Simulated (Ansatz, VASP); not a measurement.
Cu3S in VASP and in Ansatz

INCAR

```
SYSTEM = Cu3S
  ALGO = Normal
  EDIFF = 1E-6
  EDIFFG = -0.01
  ENCUT = 600
  GGA = PE
  IBRION = 2
  ISIF = 3
  ISMEAR = 0
  LASPH = .TRUE.
  LCHARG = .FALSE.
  LREAL = .FALSE.
  LWAVE = .FALSE.
  NELM = 100
  NSW = 100
  PREC = Accurate
  SIGMA = 0.1
```

KPOINTS

```
k-points
0
G
  12 12 12
  0 0 0
```

POSCAR

```
Cu3S
1.0
    3.7095451775      0.0000000000      0.0000000000
    0.0000000000      3.7095451775      0.0000000000
    0.0000000000      0.0000000000      3.7095451775
Cu S
3 1
Direct
    0.0000000000      0.5000000000      0.5000000000
    0.5000000000      0.0000000000      0.5000000000
    0.5000000000      0.5000000000      0.0000000000
    0.0000000000      0.0000000000      0.0000000000
```

Input for Ansatz:

```yaml
crystal:
  lattice:
    - [3.7095451775, 0.0, 0.0]
    - [0.0, 3.7095451775, 0.0]
    - [0.0, 0.0, 3.7095451775]
  atoms:
    - { symbol: Cu, position: [0.0, 0.5, 0.5] }
    - { symbol: Cu, position: [0.5, 0.0, 0.5] }
    - { symbol: Cu, position: [0.5, 0.5, 0.0] }
    - { symbol: S, position: [0.0, 0.0, 0.0] }
basis:
  ecutwfc: 420
kpoints:
  mp_grid: { grid: [12, 12, 12] }
hamiltonian:
  xc: pbe
scf:
  occupations: { method: gaussian, width: 0.1 }
output:
  forces: true
  stress: true
  eigenvalues: true
relax:
  adjacent_minimum: "off"
  f_tol: 0.01
  max_steps: 80
  cell: { stress_tol: 0.05 }
```

Alike in both runs: task relaxation of cell and atoms; functional PBE; k mesh 12 × 12 × 12; occupations gaussian, width 0.1 eV; no spin polarisation.

|  | VASP | Ansatz |
| --- | --- | --- |
| version | VASP 6.6.1 | Ansatz 0.2.0 |
| potentials or method | VASP PAW PBE potentials, release 64 (Cu, S), cutoff 600 eV | scalar-relativistic, plane waves, PAW |
| valence electrons in the cell | 39 | 63 |

```csv
,VASP,Ansatz,Ansatz less VASP
"gap on the k mesh at the Fermi level, each at its own relaxed structure (eV)",none,none,-
relaxed volume (Å³/atom),12.74,12.72,-0.021
relaxed cell length with the largest relative difference (Å),3.708,3.706,-0.0021
```

A gap of «none» marks a metal or a gap that the smearing closes. VASP's potentials hold 39 valence electrons a cell and Ansatz's 63, so a difference there can come from the potentials and not from the codes.
